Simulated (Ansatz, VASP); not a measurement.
**Sb: VASP beside Ansatz**

```
Sb
1.0
     3.55654    0.00000    0.00000
    -1.77827    3.08006    0.00000
     0.00000    0.00000    4.78270
Sb
2
Cartesian
  0.0000 2.0534 1.1957
  1.7783 1.0267 3.5870
```

Alike in both runs: task single point; functional PBEsol; k mesh 18 × 18 × 10; occupations gaussian, width 0.15 eV; no spin polarisation.

|  | VASP | Ansatz |
| --- | --- | --- |
| version | VASP 6.6.1 | Ansatz 0.2.0 |
| potentials or method | VASP PAW PBE potentials, release 64 (Sb), cutoff 520 eV | scalar-relativistic, plane waves, PAW |
| valence electrons in the cell | 10 | 30 |

```tsv
	VASP	Ansatz	Ansatz less VASP
gap on the k mesh at the Fermi level (eV)	none	none	-
pressure (GPa)	1.1	1.1	-0.03
traceless stress, the component that is largest in VASP (GPa)	-0.39	-0.43	-0.047
```

VASP's potentials were made for PBE, not for PBEsol. A gap of «none» marks a metal or a gap that the smearing closes. The functional is the same, so the differences come from potentials, cutoffs and numerics. VASP's potentials hold 10 valence electrons a cell and Ansatz's 30, so a difference there can come from the potentials and not from the codes.

Spin-orbit coupling is off throughout.
